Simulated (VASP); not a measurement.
# Si3N4 (I-43d) in VASP: vibrations by perturbation theory with PBEsol

Aim: the vibrations by perturbation theory of Si3N4 with PBEsol.

All numbers are computed with VASP 6.6.1; they aren't measurements. Logs are shortened: lines on timing, memory, paths and dates and some standing lists are left out, and cuts for length are marked.

## 1. The cell of the first run

It takes space group I-43d (No. 220, cubic). The conventional cell has a = 6.455 Å, b = 6.455 Å, c = 6.455 Å, α = 90.00°, β = 90.00°, γ = 90.00°. Si (site symmetry -4) has 4 N at 1.75 Å within 2.3 Å. N (site symmetry 3) has 3 Si at 1.75 Å within 2.3 Å.

## 2. Vibrations by perturbation theory, PBEsol

INCAR reads:

```
ALGO = Normal ; EDIFF = 1E-8
ENCUT = 520 ; GGA = PS
IBRION = 8 ; ISIF = 2
ISMEAR = 0 ; LASPH = T
LCHARG = T ; LEPSILON = T
LREAL = F ; LWAVE = F
NELM = 100 ; NSW = 1
PREC = Accurate ; SIGMA = 0.01
```

KPOINTS reads:

```
k-points
0
Gamma
  4 4 4
```

POSCAR reads:

```
Si3N4
1.0
   -3.2274987238      3.2274987238      3.2274987238
    3.2274987238     -3.2274987238      3.2274987238
    3.2274987238      3.2274987238     -3.2274987238
Si N
6 8
Direct
    0.3750000000      0.2500000000      0.6250000000
    0.6250000000      0.3750000000      0.2500000000
    0.8750000000      0.1250000000      0.7500000000
    0.2500000000      0.6250000000      0.3750000000
    0.7500000000      0.8750000000      0.1250000000
    0.1250000000      0.7500000000      0.8750000000
    0.5000000000      0.0000000000      0.0615470474
    0.5615470474      0.5000000000      0.0000000000
    0.9384529526      0.9384529526      0.9384529526
    0.0000000000      0.5615470474      0.5000000000
    0.4384529526      0.4384529526      0.4384529526
    0.0000000000      0.0615470474      0.5000000000
    0.5000000000      0.0000000000      0.5615470474
    0.0615470474      0.5000000000      0.0000000000
```

Potentials or basis: VASP PAW PBE potentials, release 64 (Si, N).

The run is started by

```sh
$ cat potpaw_PBE.64/Si/POTCAR potpaw_PBE.64/N/POTCAR > POTCAR
$ mpirun -np 1 vasp_std > vasp.out
```

OUTCAR:

```text
EDIFF = 1E-8
   ENCUT = 520
   GGA = PS
   IBRION = 8
   ISIF = 2
   ISMEAR = 0
   LASPH = T
   LEPSILON = T
   LREAL = F
   NELM = 100
   NSW = 1
   PREC = Accurate

 ion  position               nearest neighbor table
   1  0.375  0.250  0.625-   8 1.75  11 1.75  12 1.75  13 1.75   4 3.02   5 3.02   2 3.02   2 3.02
                             3 3.02   4 3.02   3 3.02   5 3.02
   2  0.625  0.375  0.250-   7 1.75   8 1.75  10 1.75  11 1.75   5 3.02   4 3.02   6 3.02   1 3.02
                             4 3.02   1 3.02   5 3.02   6 3.02
   3  0.875  0.125  0.750-   9 1.75  12 1.75  13 1.75  14 1.75   6 3.02   6 3.02   4 3.02   1 3.02
                             5 3.02   5 3.02   1 3.02   4 3.02
   4  0.250  0.625  0.375-  13 1.75  14 1.75  11 1.75  10 1.75   6 3.02   3 3.02   1 3.02   1 3.02
                             2 3.02   6 3.02   3 3.02   2 3.02
[... 779 lines left out ...]
 12Y     0.220810    5.686054    5.434244    0.539360   -0.542112    0.618890    1.328800    2.391338   -0.043516   -0.217695   -0.272134    0.143213    4.762311   10.603743    1.052342   -0.104765   -0.150769   -0.896889    0.024146    2.289150    0.858710    1.898371    1.728748    1.652998    1.778066    0.867857   -1.648867   -1.480806    1.037841   -1.650433   -0.183182    0.004174   -0.026971   -7.647341  -25.362309   -7.649068   -1.781575    1.730760    1.973847    0.863500   -0.012342    0.181498
 12Z    -1.052342    4.762311   10.603743    0.896889   -0.104765   -0.150769   -5.434244    0.220810    5.686054   -0.618890    0.539360   -0.542112    0.043516    1.328800    2.391338   -0.143213   -0.217695   -0.272134   -0.181498    0.863500   -0.012342    1.648867    1.778066    0.867857   -1.973847   -1.781575    1.730760    1.650433   -1.480806    1.037841   -0.858710    0.024146    2.289150    7.649068   -7.647341  -25.362309   -1.652998    1.898371    1.728748    0.026971   -0.183182    0.004174
 13X    10.603743   -4.762311    1.052342   -0.542112   -0.539360    0.618890    2.391338   -1.328800   -0.043516    5.686054   -0.220810    5.434244   -0.150769    0.104765   -0.896889   -0.272134    0.217695    0.143213    1.037841    1.480806   -1.650433    2.289150   -0.024146    0.858710   -0.012342   -0.863500    0.181498    0.004174    0.183182   -0.026971    1.728748   -1.898371    1.652998    0.867857   -1.778066   -1.648867  -25.362309    7.647341   -7.649068    1.730760    1.781575    1.973847
 13Y    -5.434244    5.686054    0.220810   -0.143213   -0.272134   -0.217695   -1.052342   10.603743    4.762311    0.043516    2.391338    1.328800   -0.618890   -0.542112    0.539360    0.896889   -0.150769   -0.104765    1.650433    1.037841   -1.480806    0.026971    0.004174   -0.183182   -0.858710    2.289150    0.024146   -0.181498   -0.012342    0.863500   -1.973847    1.730760   -1.781575   -1.652998    1.728748    1.898371    7.649068  -25.362309   -7.647341    1.648867    0.867857    1.778066
 13Z     1.328800   -0.043516    2.391338   -0.104765   -0.896889   -0.150769    0.220810    5.434244    5.686054    4.762311    1.052342   10.603743   -0.217695    0.143213   -0.272134    0.539360    0.618890   -0.542112   -1.480806   -1.650433    1.037841    0.863500    0.181498   -0.012342   -0.183182   -0.026971    0.004174    0.024146    0.858710    2.289150    1.778066   -1.648867    0.867857   -1.781575    1.973847    1.730760   -7.647341   -7.649068  -25.362309    1.898371    1.652998    1.728748
 14X    -0.542112    0.618890    0.539360   -0.272134    0.143213   -0.217695   10.603743    1.052342    4.762311    5.686054    5.434244    0.220810   -0.150769   -0.896889   -0.104765    2.391338   -0.043516    1.328800   -0.012342    0.181498    0.863500    1.037841   -1.650433   -1.480806    0.867857   -1.648867    1.778066    1.730760    1.973847   -1.781575    0.004174   -0.026971   -0.183182    2.289150    0.858710    0.024146    1.728748    1.652998    1.898371  -25.362309   -7.649068   -7.647341
 14Y    -0.104765   -0.150769    0.896889    0.539360   -0.542112   -0.618890    1.328800    2.391338    0.043516    4.762311   10.603743   -1.052342   -0.217695   -0.272134   -0.143213    0.220810    5.686054   -5.434244   -0.183182    0.004174    0.026971   -1.480806    1.037841    1.650433   -1.781575    1.730760   -1.973847    1.898371    1.728748   -1.652998    0.024146    2.289150   -0.858710    0.863500   -0.012342   -0.181498    1.778066    0.867857    1.648867   -7.647341  -25.362309    7.649068
 14Z     0.143213    0.217695   -0.272134   -0.896889    0.104765   -0.150769    5.434244   -0.220810    5.686054   -0.043516   -1.328800    2.391338    0.618890   -0.539360   -0.542112    1.052342   -4.762311   10.603743    0.858710   -0.024146    2.289150   -1.650433    1.480806    1.037841    1.652998   -1.898371    1.728748   -1.648867   -1.778066    0.867857    0.181498   -0.863500   -0.012342   -0.026971    0.183182    0.004174    1.973847    1.781575    1.730760   -7.649068    7.647341  -25.362309

 Eigenvectors and eigenvalues of the dynamical matrix
   1 f  =   27.655631 THz   173.765452 2PiTHz  922.492539 cm-1   114.374446 meV
   2 f  =   27.655631 THz   173.765452 2PiTHz  922.492539 cm-1   114.374446 meV
   3 f  =   27.277354 THz   171.388670 2PiTHz  909.874591 cm-1   112.810021 meV
   4 f  =   27.277354 THz   171.388670 2PiTHz  909.874591 cm-1   112.810021 meV
   5 f  =   27.277354 THz   171.388670 2PiTHz  909.874591 cm-1   112.810021 meV
   6 f  =   26.516766 THz   166.609754 2PiTHz  884.504102 cm-1   109.664483 meV
[... 31 lines left out ...]
  38 f  =    8.194929 THz    51.490256 2PiTHz  273.353398 cm-1    33.891487 meV
  39 f  =    8.194929 THz    51.490256 2PiTHz  273.353398 cm-1    33.891487 meV
  40 f/i=    0.002550 THz     0.016020 2PiTHz    0.085048 cm-1     0.010545 meV
  41 f/i=    0.002550 THz     0.016020 2PiTHz    0.085048 cm-1     0.010545 meV
  42 f/i=    0.002550 THz     0.016020 2PiTHz    0.085048 cm-1     0.010545 meV

 MACROSCOPIC STATIC DIELECTRIC TENSOR IONIC CONTRIBUTION
 ------------------------------------------------------
           4.754723     0.000000    -0.000000
           0.000000     4.754723    -0.000000
          -0.000000    -0.000000     4.754723
 ------------------------------------------------------

 ELASTIC MODULI CONTR FROM IONIC RELAXATION (kBar)
 Direction    XX          YY          ZZ          XY          YZ          ZX
 --------------------------------------------------------------------------------
 XX        -913.1237    277.3181    277.3181      0.0000      0.0000     -0.0000
 YY         277.3181   -913.1237    277.3181      0.0000      0.0000      0.0000
 ZZ         277.3181    277.3181   -913.1237     -0.0000      0.0000      0.0000
 XY           0.0000      0.0000     -0.0000   -499.6404      0.0000     -0.0000
 YZ           0.0000      0.0000      0.0000      0.0000   -499.6404      0.0000
 ZX          -0.0000      0.0000      0.0000     -0.0000     -0.0000   -499.6404
 --------------------------------------------------------------------------------

 PIEZOELECTRIC TENSOR IONIC CONTR  for field in x, y, z        (C/m^2)
          XX          YY          ZZ          XY          YZ          ZX
  --------------------------------------------------------------------------------
  x    -0.00000     0.00000     0.00000    -0.00000     0.22392     0.00000
  y     0.00000     0.00000     0.00000    -0.00000    -0.00000     0.22392
  z    -0.00000     0.00000     0.00000     0.22392    -0.00000    -0.00000
```

OSZICAR:

```text
N       E                     dE             d eps       ncg     rms          rms(c)
DAV:   1     0.260659006764E+03    0.26066E+03   -0.31810E+04   640   0.148E+03
DAV:   2    -0.114908415677E+03   -0.37557E+03   -0.36074E+03   840   0.290E+02
DAV:   3    -0.134359075120E+03   -0.19451E+02   -0.19353E+02   768   0.738E+01
DAV:   4    -0.134655966825E+03   -0.29689E+00   -0.29647E+00   792   0.943E+00
[... 199 lines left out ...]
RMM:   9    -0.249264587804E+00   -0.11762E-05   -0.15328E-08  5224   0.349E-04    0.110E-04
RMM:  10    -0.249264460743E+00    0.12706E-06    0.25084E-08  5260   0.225E-04    0.220E-05
RMM:  11    -0.249264407054E+00    0.53689E-07    0.15500E-07  5452   0.156E-04    0.910E-06
RMM:  12    -0.249264439935E+00   -0.32881E-07    0.10124E-07  5510   0.145E-04    0.373E-06
RMM:  13    -0.249264451016E+00   -0.11081E-07    0.61028E-08  5694   0.140E-04    0.127E-06
RMM:  14    -0.249264454549E+00   -0.35329E-08    0.55736E-08  5739   0.138E-04    0.472E-07
 Linear response finished
```

stdout:

```text
POSCAR found type information on POSCAR SiN
 POSCAR found :  2 types and      14 ions
 scaLAPACK will be used
 -----------------------------------------------------------------------------
|                                                                             |
|                                                                             |
[... 43 lines left out ...]
 first order change of Fermi-energy   0.10340E+00
 force on displaced ion       1 direction 2 :   0.000 -31.160  -0.000
 Born effective charge ion    1 direction 2 :   0.000   3.517   0.000
 Linear response progress:
 first order change of Fermi-energy   0.68967E+01
 force on displaced ion       7 direction 1 : -25.362   7.649  -7.647
 Born effective charge ion    7 direction 1 :  -2.548   0.412  -0.359
 Born effective charges drift removed
 Linear response finished
```

Run time: 26 min. Hardware: 1 thread of Oxide Virtual Turin-like, shared host; peak memory 0.55 GiB.

Results:

* Electronic dielectric tensor (diagonal): 4.73
* Born charges (mean of the diagonal): Si +3.40; N -2.55 e
* Highest phonon frequency at Γ: 922 cm⁻¹

Phonon frequencies in cm⁻¹ (negative: imaginary):
| q point | frequencies |
| --- | --- |
| (0.000, 0.000, 0.000) | 0 0 0 273 273 273 322 323 323 351 351 351 364 364 364 476 476 476 545 624 651 651 651 678 678 678 831 831 831 832 832 865 865 865 885 885 885 910 910 910 922 922 |

Electronic dielectric tensor:
```
4.73 0.00 0.00
0.00 4.73 0.00
0.00 0.00 4.73
```

Born effective charge tensors (e):
atom 1, Si
```
3.34 0.00 0.00
0.00 3.52 0.00
0.00 0.00 3.34
```
atom 2, Si
```
3.34 0.00 0.00
0.00 3.34 0.00
0.00 0.00 3.52
```
atom 3, Si
```
3.34 0.00 0.00
0.00 3.34 0.00
0.00 0.00 3.52
```
atom 4, Si
```
3.52 0.00 0.00
0.00 3.34 0.00
0.00 0.00 3.34
```
atom 5, Si
```
3.52 0.00 0.00
0.00 3.34 0.00
0.00 0.00 3.34
```
atom 6, Si
```
3.34 0.00 0.00
0.00 3.52 0.00
0.00 0.00 3.34
```
atom 7, N
```
-2.55  0.36 -0.41
 0.41 -2.55 -0.36
-0.36 -0.41 -2.55
```
atom 8, N
```
-2.55 -0.41 -0.36
-0.36 -2.55  0.41
-0.41  0.36 -2.55
```
atom 9, N
```
-2.55  0.41  0.36
 0.36 -2.55  0.41
 0.41  0.36 -2.55
```
atom 10, N
```
-2.55 -0.41  0.36
-0.36 -2.55 -0.41
 0.41 -0.36 -2.55
```
atom 11, N
```
-2.55  0.36  0.41
 0.41 -2.55  0.36
 0.36  0.41 -2.55
```
atom 12, N
```
-2.55 -0.36  0.41
-0.41 -2.55 -0.36
 0.36 -0.41 -2.55
```
atom 13, N
```
-2.55  0.41 -0.36
 0.36 -2.55 -0.41
-0.41 -0.36 -2.55
```
atom 14, N
```
-2.55 -0.36 -0.41
-0.41 -2.55  0.36
-0.36  0.41 -2.55
```
